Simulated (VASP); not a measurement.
# B3N (Cmcm) in VASP: single point with PBE

Aim: the single point of B3N with PBE.

Program: VASP 6.6.1. These are calculated values, not measurements. Logs are shortened: lines on timing, memory, paths and dates and some standing lists are left out, and cuts for length are marked.

## Step 1: The cell of the first run

Symmetry: Cmcm, No. 63, orthorhombic system. Conventional cell: a = 2.555 Å, b = 22.819 Å, c = 2.555 Å, α = 90.00°, β = 90.00°, γ = 90.00°. B (site symmetry m2m) has 5 N at 1.54 to 1.81 Å within 2.1 Å. B (site symmetry m2m) has 8 B at 1.81 to 2.00 Å within 2.4 Å. B (site symmetry m2m) has 8 B at 1.81 to 2.00 Å within 2.4 Å. Within 2.1 Å of N (site symmetry m2m) lie 5 B at 1.54 to 1.81 Å.

## Step 2: Single point, PBE

Contents of INCAR:

```
ALGO     = Normal         # electronic algorithm
EDIFF    = 1E-7           # SCF threshold, eV
ENCUT    = 520            # plane-wave cutoff, eV
GGA      = PE             # functional
ISIF     = 2              # what is computed and relaxed
ISMEAR   = 0              # smearing method
LASPH    = T              # aspherical terms in the spheres
LCHARG   = F              # write CHGCAR
LREAL    = F              # projectors in reciprocal space
LWAVE    = F              # write WAVECAR
NBANDS   = 24             # bands
NELM     = 100            # most SCF steps
PREC     = Accurate       # precision mode
SIGMA    = 0.1            # smearing width, eV
```

Contents of KPOINTS:

```
k-points
0
Gamma
  14 14 14
```

Contents of POSCAR:

```
B3N
1.0
    1.2776301953    -11.4097111896      0.0000000000
    1.2776301953     11.4097111896      0.0000000000
    0.0000000000      0.0000000000      2.5551794326
B N
6 2
Direct
    0.2800377077      0.7199622923      0.2500000000
    0.7199622923      0.2800377077      0.7500000000
    0.5337813642      0.4662186358      0.2500000000
    0.4662186358      0.5337813642      0.7500000000
    0.0338047120      0.9661952880      0.7500000000
    0.9661952880      0.0338047120      0.2500000000
    0.2125032303      0.7874967697      0.2500000000
    0.7874967697      0.2125032303      0.7500000000
```

Potentials or basis: VASP PAW PBE potentials, release 64 (B, N).

Launch:

```bash
$ cat potpaw_PBE.64/B/POTCAR potpaw_PBE.64/N/POTCAR > POTCAR
$ mpirun -np 1 vasp_std > vasp.out
```

OUTCAR:

```text
EDIFF = 1E-7
   ENCUT = 520
   GGA = PE
   ISIF = 2
   ISMEAR = 0
   LASPH = T
   LREAL = F
   NELM = 100
   PREC = Accurate

 ion  position               nearest neighbor table
   1  0.280  0.720  0.250-   7 1.54   8 1.81   8 1.81   8 1.81   8 1.81
   2  0.720  0.280  0.750-   8 1.54   7 1.81   7 1.81   7 1.81   7 1.81
   3  0.534  0.466  0.250-   5 1.81   5 1.81   5 1.81   5 1.81   4 2.00   4 2.00   6 2.00   6 2.00

   4  0.466  0.534  0.750-   6 1.81   6 1.81   6 1.81   6 1.81   3 2.00   3 2.00   5 2.00   5 2.00

   5  0.034  0.966  0.750-   3 1.81   3 1.81   3 1.81   3 1.81   4 2.00   4 2.00   6 2.00   6 2.00

   6  0.966  0.034  0.250-   4 1.81   4 1.81   4 1.81   4 1.81   3 2.00   3 2.00   5 2.00   5 2.00

   7  0.213  0.787  0.250-   1 1.54   2 1.81   2 1.81   2 1.81   2 1.81
   8  0.787  0.213  0.750-   2 1.54   1 1.81   1 1.81   1 1.81   1 1.81

  LATTYP: Found a base centered orthorhombic cell.
 ALAT       =     2.5552603906
 B/A-ratio  =     8.9303706437
 C/A-ratio  =     0.9999683171

  Lattice vectors:

 A1 = (   1.2776301953, -11.4097111896,   0.0000000000)
 A2 = (   1.2776301953,  11.4097111896,   0.0000000000)
 A3 = (   0.0000000000,   0.0000000000,   2.5551794326)

Analysis of symmetry for initial positions (statically):
=====================================================================
 Subroutine PRICEL returns:
 Original cell was already a primitive cell.

 Routine SETGRP: Setting up the symmetry group for a
 base centered orthorhombic supercell.

 Subroutine GETGRP returns: Found  8 space group operations
 (whereof  4 operations were pure point group operations)
 out of a pool of  8 trial point group operations.

The static configuration has the point symmetry C_2h.
 The point group associated with its full space group is D_2h.

Analysis of symmetry for dynamics (positions and initial velocities):
=====================================================================
 Subroutine PRICEL returns:
 Original cell was already a primitive cell.

 Routine SETGRP: Setting up the symmetry group for a
 base centered orthorhombic supercell.

 Subroutine GETGRP returns: Found  8 space group operations
 (whereof  4 operations were pure point group operations)
 out of a pool of  8 trial point group operations.

The dynamic configuration has the point symmetry C_2h.
 The point group associated with its full space group is D_2h.

 Subroutine INISYM returns: Found  8 space group operations
 (whereof  4 operations are pure point group operations),
 and found     1 'primitive' translations

----------------------------------------------------------------------------------------

                                     Primitive cell

  volume of cell :      74.4957

  direct lattice vectors                    reciprocal lattice vectors
     1.277630195-11.409711190  0.000000000     0.391349548 -0.043822319  0.000000000
     1.277630195 11.409711190  0.000000000     0.391349548  0.043822319  0.000000000
     0.000000000  0.000000000  2.555179433     0.000000000  0.000000000  0.391361948

  length of vectors
    11.481021224 11.481021224  2.555179433     0.393795460  0.393795460  0.391361948

  position of ions in fractional coordinates (direct lattice)
     0.280037708  0.719962292  0.250000000
     0.719962292  0.280037708  0.750000000
     0.533781364  0.466218636  0.250000000
     0.466218636  0.533781364  0.750000000
     0.033804712  0.966195288  0.750000000
     0.966195288  0.033804712  0.250000000
     0.212503230  0.787496770  0.250000000
     0.787496770  0.212503230  0.750000000

  ion indices of the primitive-cell ions
   primitive index   ion index
                 1           1
                 2           2
                 3           3
                 4           4
                 5           5
                 6           6
                 7           7
                 8           8

----------------------------------------------------------------------------------------

 KPOINTS: k-points

Automatic generation of k-mesh.
 Grid dimensions read from file:
 generate k-points for:   14   14   14

 Generating k-lattice:

  Cartesian coordinates                     Fractional coordinates (reciprocal lattice)
     0.027953539 -0.003130166  0.000000000     0.071428571  0.000000000  0.000000000
     0.027953539  0.003130166  0.000000000     0.000000000  0.071428571  0.000000000
     0.000000000  0.000000000  0.027954425     0.000000000  0.000000000  0.071428571

  Length of vectors
     0.028128247  0.028128247  0.027954425

  Shift w.r.t. Gamma in fractional coordinates (k-lattice)
     0.000000000  0.000000000  0.000000000

 Subroutine IBZKPT returns following result:
 ===========================================

 Found    456 irreducible k-points:

 Following reciprocal coordinates:
            Coordinates               Weight
  0.000000  0.000000  0.000000      1.000000
  0.071429  0.000000  0.000000      4.000000
  0.142857  0.000000  0.000000      4.000000
  0.214286  0.000000  0.000000      4.000000
  0.285714  0.000000  0.000000      4.000000
  0.357143  0.000000  0.000000      4.000000
[... 16 lines left out ...]
  0.214286  0.142857  0.000000      4.000000
  0.285714  0.142857  0.000000      4.000000
 [... further k-points ...]
   k-points           NKPTS =    456   k-points in BZ     NKDIM =    456   number of bands    NBANDS=     24
   number of dos      NEDOS =    301   number of ions     NIONS =      8
   total plane-waves  NPLWV = 162000
   dimension x,y,z NGX =    90 NGY =   90 NGZ =   20
   dimension x,y,z NGXF=   180 NGYF=  180 NGZF=   40
   ions per type =               6   2
   NGX,Y,Z   is equivalent  to a cutoff of  13.03, 13.03, 13.01 a.u.
   NGXF,Y,Z  is equivalent  to a cutoff of  26.06, 26.06, 26.02 a.u.
 SYSTEM =  unknown system
   PREC   = accura    normal or accurate (medium, high low for compatibility)
   ISTART =      0    job   : 0-new  1-cont  2-samecut
   ICHARG =      2    charge: 1-file 2-atom 10-const
   ISPIN  =      1    spin polarized calculation?
   LNONCOLLINEAR =      F non collinear calculations
   LSORBIT =      F    spin-orbit coupling
   LASPH  =      T    aspherical Exc in radial PAW
   ENCUT  =  520.0 eV  38.22 Ry    6.18 a.u.  21.35 21.35  4.75*2*pi/ulx,y,z
   NELM   =    100;   NELMIN=  2; NELMDL= -5     # of ELM steps
   EDIFF  = 0.1E-06   stopping-criterion for ELM
   LREAL  =      F    real-space projection
   EDIFFG = 0.1E-05   stopping-criterion for IOM
   NSW    =      0    number of steps for IOM
   IBRION =     -1    ionic relax: 0-MD 1-quasi-New 2-CG
   NFREE  =      0    steps in history (QN), initial steepest desc. (CG)
   ISIF   =      2    stress and relaxation
   ISYM   =      2    0-nonsym 1-usesym 2-fastsym
   POTIM  = 0.5000    time-step for ionic-motion
   TEBEG  =    0.0;   TEEND  =   0.0 temperature during run
   PSTRESS=    0.0 pullay stress
   NELECT =      28.0000    total number of electrons
   NUPDOWN=      -1.0000    fix difference up-down
   EMIN   =  10.00;   EMAX   =-10.00  energy-range for DOS
   EFERMI =   0.00;   METHOD = LEGACY
   ISMEAR =     0;   SIGMA  =   0.10  broadening in eV -4-tet -1-fermi 0-gaus
   EFERMI_NEDOS =   21; number of points for ismear=-14 and -15
   IALGO  =     38    algorithm
   IMIX   =      4    mixing-type and parameters
     AMIX     =   0.40;   BMIX     =  1.00
     AMIX_MAG =   1.60;   BMIX_MAG =  1.00
  volume/ion in A,a.u.               =       9.31        62.84
  Fermi-wavevector in a.u.,A,eV,Ry     =   1.181455  2.232626 18.991493  1.395835
  Thomas-Fermi vector in A             =   2.317728
   LORBIT       =      0    0 simple, 1 ext, 2 COOP (PROOUT), +10 PAW based schemes
   GGA     = PE    functional components
   LHFCALC =     F    Hartree Fock is set to
   AEXX    =    0.0000 exact exchange contribution
   IVDW    =     0    specifies the selected vdW correction
   LEPSILON=     F    determine dielectric tensor
   LRPA    =     F    only Hartree local field effects (RPA)
 non-spin polarized calculation
 Gauss-broadening in eV      SIGMA  =   0.10
  energy-cutoff  :      520.00
  volume of cell :       74.50
 maximum number of plane-waves:      2035
 NGX is ok and might be reduce to    90
   NGX = 43   NGY = 43   NGZ =  9

 number of electron      27.9999999 magnetization

 Free energy of the ion-electron system (eV)
  ---------------------------------------------------
  ext. energy  EPLUGINS =         0.00000000
  ---------------------------------------------------
  free energy    TOTEN  =       -48.51522958 eV

  energy without entropy =      -48.50968115  energy(sigma->0) =      -48.51245536

 E-fermi :   4.0530     XC(G=0):  -9.8368

 val. band max:        4.0311342521   @ k =   0.2857   0.2857   0.2143
 cond. band min:       4.1065913912   @ k =   0.2143   0.2143   0.5000
 fundamental gap:      0.0754571392
 Fermi energy:         4.0529767058

 k-point     1 :       0.0000    0.0000    0.0000
  band No.  band energies     occupation
      1     -16.8864      2.00000
      2     -13.9543      2.00000
      3     -11.6941      2.00000
      4      -6.7844      2.00000
      5      -3.4010      2.00000
      6      -1.8005      2.00000
[... 16 lines left out ...]
     23      13.6488      0.00000
     24      14.8474      0.00000

 k-point     2 :       0.0714    0.0000    0.0000
  band No.  band energies     occupation
      1     -16.8006      2.00000
      2     -13.8629      2.00000
      3     -11.6484      2.00000
      4      -6.7009      2.00000
      5      -3.3134      2.00000
      6      -1.7195      2.00000
[... 16 lines left out ...]
     23      13.9993      0.00000
     24      14.6551      0.00000

 k-point     3 :       0.1429    0.0000    0.0000
  band No.  band energies     occupation
      1     -16.5446      2.00000
      2     -13.5886      2.00000
      3     -11.5276      2.00000
      4      -6.4510      2.00000
      5      -3.0590      2.00000
      6      -3.0533      2.00000
[... 16 lines left out ...]
     23      13.6438      0.00000
     24      14.0644      0.00000

 k-point     4 :       0.2143    0.0000    0.0000
  band No.  band energies     occupation
      1     -16.1226      2.00000
      2     -13.1315      2.00000
      3     -11.3895      2.00000
      4      -6.0357      2.00000
      5      -4.3776      2.00000
      6      -3.1903      2.00000
[... 16 lines left out ...]
     23      12.2792      0.00000
     24      13.2255      0.00000

 k-point     5 :       0.2857    0.0000    0.0000
  band No.  band energies     occupation
      1     -15.5429      2.00000
      2     -12.4918      2.00000
      3     -11.3598      2.00000
      4      -5.4832      2.00000
      5      -5.3951      2.00000
      6      -4.9521      2.00000
[... 16 lines left out ...]
     23      11.4937      0.00000
     24      11.6896      0.00000

 k-point     6 :       0.3571    0.0000    0.0000
  band No.  band energies     occupation
      1     -14.8208      2.00000
      2     -11.6700      2.00000
      3     -11.6201      2.00000
      4      -6.6133      2.00000
      5      -5.9418      2.00000
      6      -4.7119      2.00000
[... 16 lines left out ...]
     23      11.4413      0.00000
     24      11.9509      0.00000
[... 379 lines left out ...]
 k-point    21 :      -0.0714    0.0714    0.0000
  band No.  band energies     occupation
      1     -16.8864      2.00000
      2     -13.9543      2.00000
      3     -11.6941      2.00000
      4      -6.7845      2.00000
      5      -3.3995      2.00000
      6      -1.8032      2.00000
[... 16 lines left out ...]
     23      13.6489      0.00000
     24      14.8479      0.00000

 k-point    22 :       0.1429    0.1429    0.0000
  band No.  band energies     occupation
      1     -15.5429      2.00000
      2     -12.4918      2.00000
      3     -11.3598      2.00000
      4      -5.4871      2.00000
      5      -5.3905      2.00000
      6      -4.9521      2.00000
[... 16 lines left out ...]
     23      11.4844      0.00000
     24      11.4937      0.00000

 k-point    23 :       0.2143    0.1429    0.0000
  band No.  band energies     occupation
      1     -14.8209      2.00000
      2     -11.6699      2.00000
      3     -11.6202      2.00000
      4      -6.6133      2.00000
      5      -5.9421      2.00000
      6      -4.7110      2.00000
[... 16 lines left out ...]
     23      11.6565      0.00000
     24      11.9500      0.00000

 k-point    24 :       0.2857    0.1429    0.0000
  band No.  band energies     occupation
      1     -13.9850      2.00000
      2     -12.2434      2.00000
      3     -10.6671      2.00000
      4      -8.1313      2.00000
      5      -5.8191      2.00000
      6      -4.1947      2.00000
[... 16 lines left out ...]
     23      10.9730      0.00000
     24      11.7371      0.00000

 [... further k-points ...]
[... 5 lines left out ...]
  --------------------------------------------------------------------------------------
  -------------------------------------------------------------------------------------
  Total       -0.0025639      0.0976357      0.0044796      0.0000000      0.0000000      0.0000000
  in kB       -0.0551422      2.0998498      0.0963426      0.0000000      0.0000000      0.0000000
  external PRESSURE =       0.7136834 kB  Pullay stress =       0.0000000 kB

 VOLUME and BASIS-vectors are now :
 -----------------------------------------------------------------------------
  energy-cutoff  :      520.00
  volume of cell :       74.50
      direct lattice vectors                 reciprocal lattice vectors
     1.277630195-11.409711190  0.000000000     0.391349548 -0.043822319  0.000000000
     1.277630195 11.409711190  0.000000000     0.391349548  0.043822319  0.000000000
     0.000000000  0.000000000  2.555179433     0.000000000  0.000000000  0.391361948

 POSITION                                       TOTAL-FORCE (eV/Angst)
 -----------------------------------------------------------------------------------
      1.27763      5.01941      0.63879         0.000000     -0.060864      0.000000
      1.27763     -5.01941      1.91638         0.000000      0.060864      0.000000
      1.27763     -0.77087      0.63879         0.000000     -0.003392      0.000000
      1.27763      0.77087      1.91638         0.000000      0.003392      0.000000
      1.27763     10.63831      1.91638         0.000000     -0.003554      0.000000
      1.27763    -10.63831      0.63879         0.000000      0.003554      0.000000
      1.27763      6.56051      0.63879         0.000000      0.030133     -0.000000
      1.27763     -6.56051      1.91638         0.000000     -0.030133     -0.000000
 -----------------------------------------------------------------------------------
    total drift:                               -0.000000      0.000000     -0.000000

  FREE ENERGIE OF THE ION-ELECTRON SYSTEM (eV)
  ---------------------------------------------------
  free  energy   TOTEN  =       -48.5152295774 eV

  energy  without entropy=      -48.5096811491  energy(sigma->0) =      -48.51245536
```

Wall time 26 min (1 thread of Intel Xeon 6975P-C (Granite Rapids), shared host); peak memory 0.85 GiB.

What came out:

```yaml
Free_energy: -48.5152 eV
Pressure: 0.1 GPa
Largest_force: 0.061 eV/Å
Band_gap_on_the_k_mesh: zero (bands 14 and 15 overlap by 2.95 eV)
```

Forces on the atoms (eV/Å):
```
B    0.000 -0.061  0.000
B    0.000  0.061  0.000
B    0.000 -0.003  0.000
B    0.000  0.003  0.000
B    0.000 -0.004  0.000
B    0.000  0.004  0.000
N    0.000  0.030  0.000
N    0.000 -0.030  0.000
```

Levels at points of the mesh, in eV from the Fermi level:
```
           k point  band 10  band 11  band 12  band 13  band 14  band 15  band 16  band 17  band 18  band 19
(0.00, 0.00, 0.00)    -3.32    -3.32    -1.12    -1.12     1.99     1.99     3.17     3.94     4.80     4.91
(0.50, 0.00, 0.00)    -3.69    -0.95    -0.95    -0.66    -0.64     2.07     2.07     4.75     4.81     5.91
(0.50, 0.50, 0.00)    -3.32    -3.32    -1.12    -1.12     1.99     1.99     3.25     4.45     4.76     4.82
(0.00, 0.00, 0.50)    -3.70    -0.95    -0.95    -0.64    -0.64     2.07     2.07     4.77     4.77     5.91
(0.50, 0.00, 0.50)    -5.74    -3.96    -3.96    -0.97    -0.97    -0.97    -0.97     0.29     0.29     4.25
(0.50, 0.50, 0.50)    -3.69    -0.95    -0.95    -0.65    -0.65     2.07     2.07     4.79     4.79     5.91
```

The gap in the log of VASP goes by the Fermi energy; the results here count the filled bands.